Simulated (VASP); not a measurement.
Here is a VASP 6.6.1 calculation.

Contents of INCAR:

```
PREC = Accurate ; ENCUT = 630
EDIFF = 1E-6 ; ISMEAR = -1
SIGMA = 0.02 ; LREAL = False
LASPH = True ; NELM = 120
ALGO = Normal ; ISIF = 2
LWAVE = False ; LCHARG = False
GGA = PE ; NBANDS = 20
GGA_COMPAT = False
```

Contents of KPOINTS:

```
regular mesh
0
Gamma
  8 8 8
```

POSCAR

```
CdS
1.0
    0.0000000000      2.7267765870      2.7267765870
    2.7267765870      0.0000000000      2.7267765870
    2.7267765870      2.7267765870      0.0000000000
Cd S
1 1
Direct
    0.0000000000      0.0000000000      0.0000000000
    0.5000000000      0.5000000000      0.5000000000
```

Potentials or basis: VASP PAW PBE potentials, release 64 (Cd_sv_GW, S).

Command:

```bash
$ cat potpaw_PBE.64/Cd_sv_GW/POTCAR potpaw_PBE.64/S/POTCAR > POTCAR
$ mpirun -np 1 vasp_std > vasp.out
```

Question: Estimate the pressure.

Answer: 1.6 GPa.

Question: What does it give for the band gap on the k mesh?

Answer: 0.26 eV (least direct gap 1.74 eV).

Caveat: the structure was generated, so it needn't be the stable form of CdS; semilocal functionals underestimate gaps, and a narrow one can read as zero. A k mesh can miss the band edges.
